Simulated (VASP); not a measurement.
# Cd2S (P3m1) in VASP: a series of runs

Cd2S is run at these levels: r2SCAN-based global hybrid with 15 % exact exchange, r2SCAN-based global hybrid with 35 % exact exchange, PBEsol; tasks: single point.

Everything below comes from runs of VASP 6.6.1. Logs are shortened: lines on timing, memory, paths and dates and some standing lists are left out, and cuts for length are marked.

### Step 1. The cell of the first run

The structure is trigonal, space group P3m1 (No. 156). Conventional cell: a = 3.963 Å, b = 3.963 Å, c = 5.809 Å, α = 90.00°, β = 90.00°, γ = 120.00°. Within 3.3 Å of Cd (site symmetry 3m) lie 2 S at 2.52 to 3.29 Å and 3 Cd at 3.08 Å. Within 3.4 Å of Cd (site symmetry 3m) lie 3 S at 2.60 Å and 3 Cd at 3.08 Å. S (site symmetry 3m) has 5 Cd at 2.52 to 3.29 Å within 3.3 Å.

### Step 2. Single point, r2SCAN-based global hybrid with 15 % exact exchange

POSCAR

```
Cd2S
1.0
    3.9626700490      0.0000000000      0.0000000000
   -1.9813350245      3.4317729293      0.0000000000
    0.0000000000      0.0000000000      5.8091920000
Cd S
2 1
Direct
    0.3333333333      0.6666666667      0.9327170000
    0.6666666667      0.3333333333      0.5787350000
    0.3333333333      0.6666666667      0.3657050000
```

INCAR.step1

```
SYSTEM = Cd2S
  PREC = Accurate
  ENCUT = 520
  EDIFF = 1E-5
  ISMEAR = -1
  SIGMA = 0.05
  LREAL = .FALSE.
  LASPH = .TRUE.
  NELM = 60
  ALGO = Normal
  ISIF = 2
  LWAVE = .TRUE.
  NBANDS = 22
  GGA = PE
```

INCAR.step2

```
SYSTEM = Cd2S
  PREC = Accurate
  ENCUT = 520
  EDIFF = 1E-6
  ISMEAR = -1
  SIGMA = 0.05
  LREAL = .FALSE.
  LASPH = .TRUE.
  NELM = 60
  ALGO = Normal
  ISIF = 2
  LWAVE = .FALSE.
  LCHARG = .TRUE.
  METAGGA = R2SCAN
  LHFCALC = .TRUE.
  AEXX = 0.15
  LMIXTAU = .TRUE.
  PRECFOCK = Normal
  LELF = .TRUE.
  LVHAR = .TRUE.
  NBANDS = 22
  ISTART = 1
```

KPOINTS

```
regular mesh
0
G
  5 5 3
  0 0 0
```

Potentials or basis: VASP PAW PBE potentials, release 64 (Cd, S).

The run is started by

```
> cat potpaw_PBE.64/Cd/POTCAR potpaw_PBE.64/S/POTCAR > POTCAR
> cp INCAR.step1 INCAR
> mpirun -np 1 vasp_std > vasp.out
> cp INCAR.step2 INCAR
> mpirun -np 1 vasp_std > vasp.out
```

OUTCAR:

```text
SYSTEM = Cd2S
   PREC = Accurate
   ENCUT = 520
   EDIFF = 1E-6
   ISMEAR = -1
   LREAL = .FALSE.
   LASPH = .TRUE.
   NELM = 60
   ISIF = 2
   METAGGA = R2SCAN
   LHFCALC = .TRUE.
   AEXX = 0.15
   PRECFOCK = Normal
   ISTART = 1

 ion  position               nearest neighbor table
   1  0.333  0.667  0.933-   3 2.52   2 3.08   2 3.08   2 3.08
   2  0.667  0.333  0.579-   3 2.60   3 2.60   3 2.60   1 3.08   1 3.08   1 3.08
   3  0.333  0.667  0.366-   1 2.52   2 2.60   2 2.60   2 2.60

  LATTYP: Found a hexagonal cell.
 ALAT       =     3.9626700490
 C/A-ratio  =     1.4659792332

  Lattice vectors:

 A1 = (   3.9626700490,   0.0000000000,   0.0000000000)
 A2 = (  -1.9813350245,   3.4317729293,   0.0000000000)
 A3 = (   0.0000000000,   0.0000000000,   5.8091920000)

Analysis of symmetry for initial positions (statically):
=====================================================================
 Subroutine PRICEL returns:
 Original cell was already a primitive cell.

 Routine SETGRP: Setting up the symmetry group for a
 hexagonal supercell.

 Subroutine GETGRP returns: Found  6 space group operations
 (whereof  6 operations were pure point group operations)
 out of a pool of 24 trial point group operations.

The static configuration has the point symmetry C_3v.

Analysis of symmetry for dynamics (positions and initial velocities):
=====================================================================
 Subroutine PRICEL returns:
 Original cell was already a primitive cell.

 Routine SETGRP: Setting up the symmetry group for a
 hexagonal supercell.

 Subroutine GETGRP returns: Found  6 space group operations
 (whereof  6 operations were pure point group operations)
 out of a pool of 24 trial point group operations.

The dynamic configuration has the point symmetry C_3v.

 Subroutine INISYM returns: Found  6 space group operations
 (whereof  6 operations are pure point group operations),
 and found     1 'primitive' translations

----------------------------------------------------------------------------------------

                                     Primitive cell

  volume of cell :      78.9991

  direct lattice vectors                    reciprocal lattice vectors
     3.962670049  0.000000000  0.000000000     0.252355101  0.145697285  0.000000000
    -1.981335025  3.431772929  0.000000000     0.000000000  0.291394571  0.000000000
     0.000000000  0.000000000  5.809192000     0.000000000  0.000000000  0.172140979

  length of vectors
     3.962670049  3.962670049  5.809192000     0.291394571  0.291394571  0.172140979

  position of ions in fractional coordinates (direct lattice)
     0.333333333  0.666666667  0.932717000
     0.666666667  0.333333333  0.578735000
     0.333333333  0.666666667  0.365705000

  ion indices of the primitive-cell ions
   primitive index   ion index
                 1           1
                 2           2
                 3           3

----------------------------------------------------------------------------------------

 KPOINTS: regular mesh

Automatic generation of k-mesh.
 Grid dimensions read from file:
 generate k-points for:    5    5    3

 Generating k-lattice:

  Cartesian coordinates                     Fractional coordinates (reciprocal lattice)
     0.050471020  0.029139457  0.000000000     0.200000000 -0.000000000  0.000000000
     0.000000000  0.058278914  0.000000000     0.000000000  0.200000000  0.000000000
     0.000000000  0.000000000  0.057380326     0.000000000  0.000000000  0.333333333

  Length of vectors
     0.058278914  0.058278914  0.057380326

  Shift w.r.t. Gamma in fractional coordinates (k-lattice)
     0.000000000  0.000000000  0.000000000

 Subroutine IBZKPT returns following result:
 ===========================================

 Found     12 irreducible k-points:

 Following reciprocal coordinates:
            Coordinates               Weight
  0.000000  0.000000  0.000000      1.000000
  0.200000  0.000000  0.000000      6.000000
  0.400000  0.000000  0.000000      6.000000
  0.200000  0.200000  0.000000      6.000000
  0.400000  0.200000  0.000000      6.000000
  0.000000  0.000000  0.333333      2.000000
  0.200000  0.000000  0.333333      6.000000
  0.000000  0.200000  0.333333      6.000000
  0.400000  0.000000  0.333333      6.000000
  0.000000  0.400000  0.333333      6.000000
  0.200000  0.200000  0.333333     12.000000
  0.400000  0.200000  0.333333     12.000000
   k-points           NKPTS =     12   k-points in BZ     NKDIM =     75   number of bands    NBANDS=     22
   number of dos      NEDOS =    301   number of ions     NIONS =      3
   total plane-waves  NPLWV =  43200
   dimension x,y,z NGX =    30 NGY =   30 NGZ =   48
   dimension x,y,z NGXF=    60 NGYF=   60 NGZF=   96
   ions per type =               2   1
   NGX,Y,Z   is equivalent  to a cutoff of  12.59, 12.59, 13.74 a.u.
   NGXF,Y,Z  is equivalent  to a cutoff of  25.17, 25.17, 27.47 a.u.
 SYSTEM =  Cd2S
   PREC   = accura    normal or accurate (medium, high low for compatibility)
   ISTART =      1    job   : 0-new  1-cont  2-samecut
   ICHARG =      0    charge: 1-file 2-atom 10-const
   ISPIN  =      1    spin polarized calculation?
   LNONCOLLINEAR =      F non collinear calculations
   LSORBIT =      F    spin-orbit coupling
   LASPH  =      T    aspherical Exc in radial PAW
   ENCUT  =  520.0 eV  38.22 Ry    6.18 a.u.   7.37  7.37 10.80*2*pi/ulx,y,z
   NELM   =     60;   NELMIN=  2; NELMDL=  0     # of ELM steps
   EDIFF  = 0.1E-05   stopping-criterion for ELM
   LREAL  =      F    real-space projection
   EDIFFG = 0.1E-04   stopping-criterion for IOM
   NSW    =      0    number of steps for IOM
   IBRION =     -1    ionic relax: 0-MD 1-quasi-New 2-CG
   NFREE  =      0    steps in history (QN), initial steepest desc. (CG)
   ISIF   =      2    stress and relaxation
   ISYM   =      3    0-nonsym 1-usesym 2-fastsym
   POTIM  = 0.5000    time-step for ionic-motion
   TEBEG  =    0.0;   TEEND  =   0.0 temperature during run
   PSTRESS=    0.0 pullay stress
   NELECT =      30.0000    total number of electrons
   NUPDOWN=      -1.0000    fix difference up-down
   EMIN   =  10.00;   EMAX   =-10.00  energy-range for DOS
   EFERMI =   0.00;   METHOD = LEGACY
   ISMEAR =    -1;   SIGMA  =   0.05  broadening in eV -4-tet -1-fermi 0-gaus
   EFERMI_NEDOS =   21; number of points for ismear=-14 and -15
   IALGO  =     38    algorithm
   IMIX   =      1    mixing-type and parameters
     AMIX     =   0.40;   BMIX     =  1.00
     AMIX_MAG =   1.60;   BMIX_MAG =  1.00
  volume/ion in A,a.u.               =      26.33       177.70
  Fermi-wavevector in a.u.,A,eV,Ry     =   1.185517  2.240303 19.122322  1.405451
  Thomas-Fermi vector in A             =   2.321709
   LORBIT       =      0    0 simple, 1 ext, 2 COOP (PROOUT), +10 PAW based schemes
   METAGGA = R2SCAN    functional components
   LHFCALC =     T    Hartree Fock is set to
   PRECFOCK=normal    Normal, Fast or Accurate (Low or Medium for compatibility)
   ENCUT4O =  -1.0   cutoff for four orbital integrals eV
   NKREDX  =     1    reduce k-point grid by
   NKREDY  =     1    reduce k-point grid by
   NKREDZ  =     1    reduce k-point grid by
   AEXX    =    0.1500 exact exchange contribution
   HFSCREEN=    0.0000 screening length (either q_TF or 0.3 A-1)
   HFSCREENC=   0.0000 screening length for correlation (either q_TF or 0.3 A-1)
   ENCUTFOCK=  -1.0 apply spherical cutoff to Coloumb kernel
   IVDW    =     0    specifies the selected vdW correction
   LEPSILON=     F    determine dielectric tensor
   LRPA    =     F    only Hartree local field effects (RPA)
 non-spin polarized calculation
  energy-cutoff  :      520.00
  volume of cell :       79.00
 maximum number of plane-waves:      2151
 NGX is ok and might be reduce to    30
  NGX = 24; NGY = 24; NGZ = 36

 number of electron      29.9999999 magnetization

 Free energy of the ion-electron system (eV)
  ---------------------------------------------------
  ext. energy  EPLUGINS =         0.00000000
  ---------------------------------------------------
  free energy    TOTEN  =       -43.99030365 eV

  energy without entropy =      -43.99030362  energy(sigma->0) =      -43.99030363

 E-fermi :   1.4206     XC(G=0):  -8.5632

 val. band max:        0.5638729883   @ k =   0.4000   0.2000   0.3333
 cond. band min:       2.2414591782   @ k =   0.4000   0.2000   0.0000
 fundamental gap:      1.6775861898
 Fermi energy:         1.4205998693

 k-point     1 :       0.0000    0.0000    0.0000
  band No.  band energies     occupation
      1     -13.1995      2.00000
      2      -8.7713      2.00000
      3      -8.7713      2.00000
      4      -8.6620      2.00000
      5      -8.6620      2.00000
      6      -8.5870      2.00000
[... 14 lines left out ...]
     21      10.6184      0.00000
     22      12.1020      0.00000

 k-point     2 :       0.2000    0.0000    0.0000
  band No.  band energies     occupation
      1     -13.0706      2.00000
      2      -8.7831      2.00000
      3      -8.7653      2.00000
      4      -8.6618      2.00000
      5      -8.5889      2.00000
      6      -8.5229      2.00000
[... 14 lines left out ...]
     21      10.6218      0.00000
     22      11.1899      0.00000

 k-point     3 :       0.4000    0.0000    0.0000
  band No.  band energies     occupation
      1     -12.8598      2.00000
      2      -8.7777      2.00000
      3      -8.7632      2.00000
      4      -8.6830      2.00000
      5      -8.5096      2.00000
      6      -8.4565      2.00000
[... 14 lines left out ...]
     21      10.1205      0.00000
     22      10.7465      0.00000
[... 176 lines left out ...]
 k-point    11 :       0.2000    0.2000    0.3333
  band No.  band energies     occupation
      1     -12.8179      2.00000
      2      -8.8832      2.00000
      3      -8.7661      2.00000
      4      -8.6827      2.00000
      5      -8.6523      2.00000
      6      -8.4982      2.00000
[... 14 lines left out ...]
     21       9.7324      0.00000
     22      11.6553      0.00000

 k-point    12 :       0.4000    0.2000    0.3333
  band No.  band energies     occupation
      1     -12.7164      2.00000
      2      -8.8458      2.00000
      3      -8.7860      2.00000
      4      -8.6787      2.00000
      5      -8.6064      2.00000
      6      -8.4844      2.00000
[... 14 lines left out ...]
     21      10.4397      0.00000
     22      11.3028      0.00000

------------------------ aborting loop because EDIFF is reached ----------------------------------------

  FORCE on cell =-STRESS in cart. coord.  units (eV):
  Direction    XX          YY          ZZ          XY          YZ          ZX
  --------------------------------------------------------------------------------------
  -------------------------------------------------------------------------------------
  Total       -0.9100100     -0.9100100     -1.1363189      0.0000000      0.0000000     -0.0000000
  in kB      -18.4558721    -18.4558721    -23.0456317      0.0000000      0.0000000     -0.0000000
  external PRESSURE =     -19.9857919 kB  Pullay stress =       0.0000000 kB

 VOLUME and BASIS-vectors are now :
 -----------------------------------------------------------------------------
  energy-cutoff  :      520.00
  volume of cell :       79.00
      direct lattice vectors                 reciprocal lattice vectors
     3.962670049  0.000000000  0.000000000     0.252355101  0.145697285  0.000000000
    -1.981335025  3.431772929  0.000000000     0.000000000  0.291394571  0.000000000
     0.000000000  0.000000000  5.809192000     0.000000000  0.000000000  0.172140979

 POSITION                                       TOTAL-FORCE (eV/Angst)
 -----------------------------------------------------------------------------------
     -0.00000      2.28785      5.41833         0.000000     -0.000000      0.091851
      1.98134      1.14392      3.36198        -0.000000      0.000000     -0.104491
     -0.00000      2.28785      2.12445         0.000000      0.000000      0.012640
 -----------------------------------------------------------------------------------
    total drift:                                0.000001     -0.000001     -0.001454

  FREE ENERGIE OF THE ION-ELECTRON SYSTEM (eV)
  ---------------------------------------------------
  free  energy   TOTEN  =       -43.9903036455 eV

  energy  without entropy=      -43.9903036244  energy(sigma->0) =      -43.99030363
```

Run time: 48 min. Hardware: 1 thread of Intel Xeon Platinum 8259CL at 2.50GHz (Skylake/Cascade Lake), shared host; peak memory 0.24 GiB.

What came out:

```yaml
Free_energy: -43.9903 eV
Pressure: -2.0 GPa
Largest_force: 0.104 eV/Å
Band_gap_on_the_k_mesh: 1.68 eV (least direct gap 1.87 eV)
```

Forces on the atoms (eV/Å):
```
Cd   0.000  0.000  0.092
Cd   0.000  0.000 -0.104
S    0.000  0.000  0.013
```

Levels at points of the mesh, in eV from the valence-band top:
```
           k point  band 13  band 14  band 15  band 16  band 17  band 18
(0.00, 0.00, 0.00)    -3.75    -0.70    -0.70     4.74     6.54     8.41
```

Caveat: the PAW data sets were made with another functional, which shifts forces and pressure a little.

### Step 3. Single point, r2SCAN-based global hybrid with 35 % exact exchange

POSCAR is that of step 2.

INCAR.step1

```
SYSTEM = Cd2S
PREC     = Accurate       ! precision mode
ENCUT    = 520            ! plane-wave cutoff, eV
EDIFF    = 1E-5           ! SCF threshold, eV
ISMEAR   = -1             ! smearing method
SIGMA    = 0.05           ! smearing width, eV
LREAL    = .FALSE.        ! projectors in reciprocal space
LASPH    = .TRUE.         ! aspherical terms in the spheres
NELM     = 100            ! most SCF steps
ALGO     = Normal         ! electronic algorithm
ISIF     = 2              ! what is computed and relaxed
LWAVE    = .TRUE.         ! write WAVECAR
GGA      = PE             ! functional
NBANDS   = 22             ! bands
```

INCAR.step2

```
SYSTEM = Cd2S
PREC     = Accurate       ! precision mode
ENCUT    = 520            ! plane-wave cutoff, eV
EDIFF    = 1E-6           ! SCF threshold, eV
ISMEAR   = -1             ! smearing method
SIGMA    = 0.05           ! smearing width, eV
LREAL    = .FALSE.        ! projectors in reciprocal space
LASPH    = .TRUE.         ! aspherical terms in the spheres
NELM     = 100            ! most SCF steps
ALGO     = Normal         ! electronic algorithm
ISIF     = 2              ! what is computed and relaxed
LWAVE    = .FALSE.        ! write WAVECAR
LCHARG   = .TRUE.         ! write CHGCAR
METAGGA  = R2SCAN         ! meta-GGA
LHFCALC  = .TRUE.         ! exact exchange
AEXX     = 0.35           ! exact-exchange fraction
LMIXTAU  = .TRUE.       
PRECFOCK = Normal       
LELF     = .TRUE.         ! ELF
LVHAR    = .TRUE.       
ISTART   = 1            
NBANDS   = 22             ! bands
```

KPOINTS

```
Automatic mesh
0
G
  5 5 3
  0 0 0
```

Potentials or basis: VASP PAW PBE potentials, release 64 (Cd, S).

The run is started by

```
> cat potpaw_PBE.64/Cd/POTCAR potpaw_PBE.64/S/POTCAR > POTCAR
> cp INCAR.step1 INCAR
> mpirun -np 1 vasp_std > vasp.out
> cp INCAR.step2 INCAR
> mpirun -np 1 vasp_std > vasp.out
```

Run time: 29 min. Hardware: 1 thread of Intel Xeon 6975P-C (Granite Rapids), shared host; peak memory 0.24 GiB.

It converged, with:

```yaml
Free_energy: -37.3041 eV
Pressure: -2.4 GPa
Largest_force: 0.252 eV/Å
Band_gap_on_the_k_mesh: 2.28 eV (least direct gap 2.34 eV)
```

Forces on the atoms (eV/Å):
```
Cd   0.000  0.000  0.205
Cd   0.000  0.000 -0.252
S    0.000  0.000  0.047
```

Stress tensor (GPa, compression positive):
```
-2.27  0.00  0.00
 0.00 -2.27  0.00
 0.00  0.00 -2.73
```

Levels at points of the mesh, in eV from the valence-band top:
| k point | band 12 | band 13 | band 14 | band 15 | band 16 | band 17 | band 18 | band 19 |
| --- | --- | --- | --- | --- | --- | --- | --- | --- |
| (0.00, 0.00, 0.00) | -5.06 | -4.19 | -1.02 | -1.02 | 5.75 | 7.56 | 9.50 | 9.50 |

Caveat: the PAW data sets were made with another functional, which shifts forces and pressure a little.

### Step 4. Single point, PBEsol

This run uses another cell than the first one, of 24.75 Å³/atom.

INCAR

```
SYSTEM = Cd2S
PREC = Accurate
ENCUT = 520
EDIFF = 1E-7
ISMEAR = -1
SIGMA = 0.05
LREAL = .FALSE.
LASPH = .TRUE.
NELM = 60
ALGO = Normal
ISIF = 2
LWAVE = .FALSE.
LCHARG = .FALSE.
GGA = PS
NBANDS = 22
```

KPOINTS

```
Automatic mesh
0
G
  7 7 4
  0 0 0
```

POSCAR

```
Cd2S
1.0
    3.8817765334      0.0000000000      0.0000000000
   -1.9408882667      3.3617170898      0.0000000000
    0.0000000000      0.0000000000      5.6906037861
Cd S
2 1
Direct
    0.3333333333      0.6666666667      0.9327170000
    0.6666666667      0.3333333333      0.5787350000
    0.3333333333      0.6666666667      0.3657050000
```

The run is started by

```
> cat potpaw_PBE.64/Cd/POTCAR potpaw_PBE.64/S/POTCAR > POTCAR
> mpirun -np 1 vasp_std > vasp.out
```

It took 28 s on 1 thread of AMD EPYC 9R45 (Zen 5), shared host; peak memory 0.17 GiB.

The run converged. Its results:

| Quantity | Value |
| --- | --- |
| Free energy | -7.2980 eV |
| Pressure | -0.1 GPa |
| Largest force | 0.144 eV/Å |
| Band gap on the k mesh | 0.52 eV (least direct gap 0.96 eV) |

Forces on the atoms (eV/Å):
```
Cd   0.000  0.000 -0.129
Cd   0.000  0.000  0.144
S    0.000  0.000 -0.014
```

Stress tensor (GPa, compression positive):
```
-0.34  0.00  0.00
 0.00 -0.34  0.00
 0.00  0.00  0.37
```

Levels at points of the mesh, in eV from the valence-band top:
```tsv
k point	band 12	band 13	band 14	band 15	band 16	band 17	band 18	band 19
(0.00, 0.00, 0.00)	-4.62	-3.84	-0.65	-0.65	3.35	5.25	6.95	6.95
(0.00, 0.00, 0.50)	-6.21	-0.57	-0.57	-0.14	1.34	4.78	6.56	6.56
```

Caveat: semilocal functionals underestimate gaps, and a narrow one can read as zero; the PAW data sets were made with another functional, which shifts forces and pressure a little. A k mesh can miss the band edges.

### Step 5. The runs side by side

| level | cell | k mesh | grid for exact exchange (PRECFOCK) | share of exact exchange | gap on the mesh (eV) | pressure (GPa) | largest force (eV/Å) |
| --- | --- | --- | --- | --- | --- | --- | --- |
| r2SCAN-based global hybrid with 15 % exact exchange | a = 3.963, b = 3.963, c = 5.809 Å, angles 90.0, 90.0, 120.0°, 3 atoms | 5 × 5 × 3 | Normal | 0.15 | 1.68 | -2.0 | 0.10 |
| r2SCAN-based global hybrid with 35 % exact exchange | a = 3.963, b = 3.963, c = 5.809 Å, angles 90.0, 90.0, 120.0°, 3 atoms | 5 × 5 × 3 | Normal | 0.35 | 2.28 | -2.4 | 0.25 |
| PBEsol | a = 3.882, b = 3.882, c = 5.691 Å, angles 90.0, 90.0, 120.0°, 3 atoms | 7 × 7 × 4 | - | - | 0.52 | -0.1 | 0.14 |

Alike in all rows: task single point; potentials or basis VASP PAW PBE potentials, release 64 (Cd, S); no spin polarisation; cutoff (eV) 520; smearing fermi-dirac 0.05 eV.

Caveats: the PAW data sets were made with another functional, which shifts forces and pressure a little; semilocal functionals underestimate gaps, and a narrow one can read as zero (at least some runs).

Total energies depend on the potentials used, so only differences within one code and one set of settings carry meaning.
